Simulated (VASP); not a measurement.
# As in VASP: a series of runs

As is run at these levels: LDA; tasks: single point.

Everything below comes from runs of VASP 6.6.1. Logs are shortened: lines on timing, memory, paths and dates and some standing lists are left out, and cuts for length are marked.

**1. The cell of the first run**

The cell holds a slab with vacuum, 2 atoms: a = 3.350 Å, b = 3.350 Å, c = 28.000 Å, α = 90.00°, β = 90.00°, γ = 120.00°.

**2. Single point, LDA**

Input file INCAR:

```
PREC = Accurate ; ENCUT = 400
EDIFF = 1E-6 ; ISMEAR = 0
SIGMA = 0.02 ; LREAL = F
LASPH = T ; NELM = 120
ALGO = Normal ; ISIF = 2
LWAVE = F ; LCHARG = T
LDIPOL = T ; IDIPOL = 3
DIPOL = 0.5 0.5 0.500 ; LELF = T
LVHAR = T ; LVACPOTAV = T
NBANDS = 22 ; GGA_COMPAT = F
NELMDL = -8
```

Input file KPOINTS:

```
Automatic mesh
0
Gamma
  9 9 1
```

Input file POSCAR:

```
As
1.0
    3.3500000000      0.0000000000      0.0000000000
   -1.6750000000      2.9011851027      0.0000000000
    0.0000000000      0.0000000000     28.0000000000
As
2
Direct
    0.3333333333      0.6666666667      0.5264285714
    0.6666666667      0.3333333333      0.4735714286
```

Potentials or basis: VASP PAW LDA potentials, release 64 (As_d).

The run is started by

```sh
$ cat potpaw_LDA.64/As_d/POTCAR > POTCAR
$ mpirun -np 1 vasp_std > vasp.out
```

OUTCAR:

```text
PREC = Accurate
   ENCUT = 400
   EDIFF = 1E-6
   ISMEAR = 0
   LREAL = F
   LASPH = T
   NELM = 120
   ISIF = 2
   NELMDL = -8

 ion  position               nearest neighbor table
   1  0.333  0.667  0.526-   2 2.44   2 2.44   2 2.44
   2  0.667  0.333  0.474-   1 2.44   1 2.44   1 2.44

  LATTYP: Found a hexagonal cell.
 ALAT       =     3.3500000000
 C/A-ratio  =     8.3582089552

  Lattice vectors:

 A1 = (   3.3500000000,   0.0000000000,   0.0000000000)
 A2 = (  -1.6750000000,   2.9011851027,   0.0000000000)
 A3 = (   0.0000000000,   0.0000000000,  28.0000000000)

Analysis of symmetry for initial positions (statically):
=====================================================================
 Subroutine PRICEL returns:
 Original cell was already a primitive cell.

 Routine SETGRP: Setting up the symmetry group for a
 hexagonal supercell.

 Subroutine GETGRP returns: Found 12 space group operations
 (whereof 12 operations were pure point group operations)
 out of a pool of 24 trial point group operations.

The static configuration has the point symmetry D_3d.

Analysis of symmetry for dynamics (positions and initial velocities):
=====================================================================
 Subroutine PRICEL returns:
 Original cell was already a primitive cell.

 Routine SETGRP: Setting up the symmetry group for a
 hexagonal supercell.

 Subroutine GETGRP returns: Found 12 space group operations
 (whereof 12 operations were pure point group operations)
 out of a pool of 24 trial point group operations.

The dynamic configuration has the point symmetry D_3d.

 Subroutine INISYM returns: Found 12 space group operations
 (whereof 12 operations are pure point group operations),
 and found     1 'primitive' translations

----------------------------------------------------------------------------------------

                                     Primitive cell

  volume of cell :     272.1312

  direct lattice vectors                    reciprocal lattice vectors
     3.350000000  0.000000000  0.000000000     0.298507463  0.172343364  0.000000000
    -1.675000000  2.901185103  0.000000000     0.000000000  0.344686728  0.000000000
     0.000000000  0.000000000 28.000000000     0.000000000  0.000000000  0.035714286

  length of vectors
     3.350000000  3.350000000 28.000000000     0.344686728  0.344686728  0.035714286

  position of ions in fractional coordinates (direct lattice)
     0.333333333  0.666666667  0.526428571
     0.666666667  0.333333333  0.473571429

  ion indices of the primitive-cell ions
   primitive index   ion index
                 1           1
                 2           2

----------------------------------------------------------------------------------------

 KPOINTS: Automatic mesh

Automatic generation of k-mesh.
 Grid dimensions read from file:
 generate k-points for:    9    9    1

 Generating k-lattice:

  Cartesian coordinates                     Fractional coordinates (reciprocal lattice)
     0.033167496  0.019149263  0.000000000     0.111111111 -0.000000000  0.000000000
     0.000000000  0.038298525  0.000000000     0.000000000  0.111111111  0.000000000
     0.000000000  0.000000000  0.035714286     0.000000000  0.000000000  1.000000000

  Length of vectors
     0.038298525  0.038298525  0.035714286

  Shift w.r.t. Gamma in fractional coordinates (k-lattice)
     0.000000000  0.000000000  0.000000000

 Subroutine IBZKPT returns following result:
 ===========================================

 Found     12 irreducible k-points:

 Following reciprocal coordinates:
            Coordinates               Weight
  0.000000  0.000000  0.000000      1.000000
  0.111111  0.000000  0.000000      6.000000
  0.222222  0.000000  0.000000      6.000000
  0.333333  0.000000  0.000000      6.000000
  0.444444  0.000000  0.000000      6.000000
  0.111111  0.111111  0.000000      6.000000
  0.222222  0.111111  0.000000     12.000000
  0.333333  0.111111  0.000000     12.000000
  0.444444  0.111111  0.000000      6.000000
  0.222222  0.222222  0.000000      6.000000
  0.333333  0.222222  0.000000     12.000000
  0.333333  0.333333  0.000000      2.000000
   k-points           NKPTS =     12   k-points in BZ     NKDIM =     12   number of bands    NBANDS=     22
   number of dos      NEDOS =    301   number of ions     NIONS =      2
   total plane-waves  NPLWV = 110592
   dimension x,y,z NGX =    24 NGY =   24 NGZ =  192
   dimension x,y,z NGXF=    48 NGYF=   48 NGZF=  384
   ions per type =               2
   NGX,Y,Z   is equivalent  to a cutoff of  11.91, 11.91, 11.40 a.u.
   NGXF,Y,Z  is equivalent  to a cutoff of  23.82, 23.82, 22.80 a.u.
 SYSTEM =  unknown system
   PREC   = accura    normal or accurate (medium, high low for compatibility)
   ISTART =      0    job   : 0-new  1-cont  2-samecut
   ICHARG =      2    charge: 1-file 2-atom 10-const
   ISPIN  =      1    spin polarized calculation?
   LNONCOLLINEAR =      F non collinear calculations
   LSORBIT =      F    spin-orbit coupling
   LASPH  =      T    aspherical Exc in radial PAW
   ENCUT  =  400.0 eV  29.40 Ry    5.42 a.u.   5.46  5.46 45.66*2*pi/ulx,y,z
   NELM   =    120;   NELMIN=  2; NELMDL= -8     # of ELM steps
   EDIFF  = 0.1E-05   stopping-criterion for ELM
   LREAL  =      F    real-space projection
   EDIFFG = 0.1E-04   stopping-criterion for IOM
   NSW    =      0    number of steps for IOM
   IBRION =     -1    ionic relax: 0-MD 1-quasi-New 2-CG
   NFREE  =      0    steps in history (QN), initial steepest desc. (CG)
   ISIF   =      2    stress and relaxation
   ISYM   =      2    0-nonsym 1-usesym 2-fastsym
   POTIM  = 0.5000    time-step for ionic-motion
   TEBEG  =    0.0;   TEEND  =   0.0 temperature during run
   PSTRESS=    0.0 pullay stress
   NELECT =      30.0000    total number of electrons
   NUPDOWN=      -1.0000    fix difference up-down
   EMIN   =  10.00;   EMAX   =-10.00  energy-range for DOS
   EFERMI =   0.00;   METHOD = LEGACY
   ISMEAR =     0;   SIGMA  =   0.02  broadening in eV -4-tet -1-fermi 0-gaus
   EFERMI_NEDOS =   21; number of points for ismear=-14 and -15
   IALGO  =     38    algorithm
   IMIX   =      4    mixing-type and parameters
     AMIX     =   0.40;   BMIX     =  1.00
     AMIX_MAG =   1.60;   BMIX_MAG =  1.00
  volume/ion in A,a.u.               =     136.07       918.22
  Fermi-wavevector in a.u.,A,eV,Ry     =   0.784975  1.483388  8.383716  0.616186
  Thomas-Fermi vector in A             =   1.889217
   LORBIT       =      0    0 simple, 1 ext, 2 COOP (PROOUT), +10 PAW based schemes
   GGA     = CA    functional components
   LHFCALC =     F    Hartree Fock is set to
   AEXX    =    0.0000 exact exchange contribution
   IVDW    =     0    specifies the selected vdW correction
   LEPSILON=     F    determine dielectric tensor
   LRPA    =     F    only Hartree local field effects (RPA)
 non-spin polarized calculation
 Gauss-broadening in eV      SIGMA  =   0.02
  energy-cutoff  :      400.00
  volume of cell :      272.13
 maximum number of plane-waves:      5035
 NGX is ok and might be reduce to    24
   NGX = 11   NGY = 11   NGZ = 91

 number of electron      29.9999993 magnetization

 dipolmoment           0.000000      0.000000      0.000000 electrons x Angstroem

 Free energy of the ion-electron system (eV)
  ---------------------------------------------------
  ext. energy  EPLUGINS =         0.00000000
  ---------------------------------------------------
  free energy    TOTEN  =       -10.33345303 eV

  energy without entropy =      -10.33345303  energy(sigma->0) =      -10.33345303

 E-fermi :  -2.9383     XC(G=0):  -2.2225

 val. band max:       -3.1223521565   @ k =   0.0000   0.0000   0.0000
 cond. band min:      -2.8095911313   @ k =   0.3333   0.3333   0.0000
 fundamental gap:      0.3127610252
 Fermi energy:        -2.9383247520

 k-point     1 :       0.0000    0.0000    0.0000
  band No.  band energies     occupation
      1     -39.3402      2.00000
      2     -39.3402      2.00000
      3     -39.2847      2.00000
      4     -39.2847      2.00000
      5     -39.2587      2.00000
      6     -39.2022      2.00000
[... 14 lines left out ...]
     21       1.3714      0.00000
     22       1.5257      0.00000

 k-point     2 :       0.1111    0.0000    0.0000
  band No.  band energies     occupation
      1     -39.3392      2.00000
      2     -39.3357      2.00000
      3     -39.2845      2.00000
      4     -39.2814      2.00000
      5     -39.2563      2.00000
      6     -39.2042      2.00000
[... 14 lines left out ...]
     21       1.5965      0.00000
     22       1.8485      0.00000

 k-point     3 :       0.2222    0.0000    0.0000
  band No.  band energies     occupation
      1     -39.3367      2.00000
      2     -39.3231      2.00000
      3     -39.2843      2.00000
      4     -39.2720      2.00000
      5     -39.2487      2.00000
      6     -39.2097      2.00000
[... 14 lines left out ...]
     21       2.2615      0.00000
     22       2.3834      0.00000

 k-point     4 :       0.3333    0.0000    0.0000
  band No.  band energies     occupation
      1     -39.3338      2.00000
      2     -39.3061      2.00000
      3     -39.2820      2.00000
      4     -39.2589      2.00000
      5     -39.2380      2.00000
      6     -39.2185      2.00000
[... 14 lines left out ...]
     21       3.2068      0.00000
     22       3.4428      0.00000

 k-point     5 :       0.4444    0.0000    0.0000
  band No.  band energies     occupation
      1     -39.3319      2.00000
      2     -39.2968      2.00000
      3     -39.2693      2.00000
      4     -39.2444      2.00000
      5     -39.2377      2.00000
      6     -39.2299      2.00000
[... 117 lines left out ...]
 k-point    10 :       0.2222    0.2222    0.0000
  band No.  band energies     occupation
      1     -39.3331      2.00000
      2     -39.2940      2.00000
      3     -39.2777      2.00000
      4     -39.2596      2.00000
      5     -39.2305      2.00000
      6     -39.2287      2.00000
[... 14 lines left out ...]
     21       3.9243      0.00000
     22       4.1215      0.00000

 k-point    11 :       0.3333    0.2222    0.0000
  band No.  band energies     occupation
      1     -39.3320      2.00000
      2     -39.2817      2.00000
      3     -39.2676      2.00000
      4     -39.2487      2.00000
      5     -39.2454      2.00000
      6     -39.2231      2.00000
[... 14 lines left out ...]
     21       4.6664      0.00000
     22       5.3533      0.00000

 k-point    12 :       0.3333    0.3333    0.0000
  band No.  band energies     occupation
      1     -39.3317      2.00000
      2     -39.2655      2.00000
      3     -39.2647      2.00000
      4     -39.2647      2.00000
      5     -39.2318      2.00000
      6     -39.2318      2.00000
[... 14 lines left out ...]
     21       5.7678      0.00000
     22       6.2810      0.00000

------------------------ aborting loop because EDIFF is reached ----------------------------------------

  FORCE on cell =-STRESS in cart. coord.  units (eV):
  Direction    XX          YY          ZZ          XY          YZ          ZX
  --------------------------------------------------------------------------------------
  -------------------------------------------------------------------------------------
  Total        2.1321760      2.1321760     -1.0823628      0.0000000      0.0000000      0.0000000
  in kB       12.5532265     12.5532265     -6.3724315      0.0000000      0.0000000      0.0000000
  external PRESSURE =       6.2446738 kB  Pullay stress =       0.0000000 kB

 VOLUME and BASIS-vectors are now :
 -----------------------------------------------------------------------------
  energy-cutoff  :      400.00
  volume of cell :      272.13
      direct lattice vectors                 reciprocal lattice vectors
     3.350000000  0.000000000  0.000000000     0.298507463  0.172343364  0.000000000
    -1.675000000  2.901185103  0.000000000     0.000000000  0.344686728  0.000000000
     0.000000000  0.000000000 28.000000000     0.000000000  0.000000000  0.035714286

 POSITION                                       TOTAL-FORCE (eV/Angst)
 -----------------------------------------------------------------------------------
     -0.00000      1.93412     14.74000         0.000000      0.000000     -0.692324
      1.67500      0.96706     13.26000        -0.000000     -0.000000      0.692324
 -----------------------------------------------------------------------------------
    total drift:                                0.000000     -0.000000      0.000000

  FREE ENERGIE OF THE ION-ELECTRON SYSTEM (eV)
  ---------------------------------------------------
  free  energy   TOTEN  =       -10.3334530297 eV

  energy  without entropy=      -10.3334530297  energy(sigma->0) =      -10.33345303

 vacuum level on the upper side and lower side of the slab         1.284         1.284
```

It took 54 s on 1 thread of Intel Xeon Platinum 8375C at 2.90GHz (Ice Lake), shared host; peak memory 0.25 GiB.

What came out:

```yaml
Free_energy: -10.3335 eV
Largest_force: 0.692 eV/Å
```

Forces in eV/Å, atoms in the order of the input:
```
As   0.000  0.000 -0.692
As   0.000  0.000  0.692
```

Levels at points of the mesh, in eV from the Fermi level:
```csv
k point,band 11,band 12,band 13,band 14,band 15,band 16,band 17,band 18,band 19,band 20
"(0.00, 0.00, 0.00)",-15.54,-9.06,-2.60,-0.18,-0.18,2.08,3.18,3.18,3.81,3.94
```

[end of part 1 of 2]
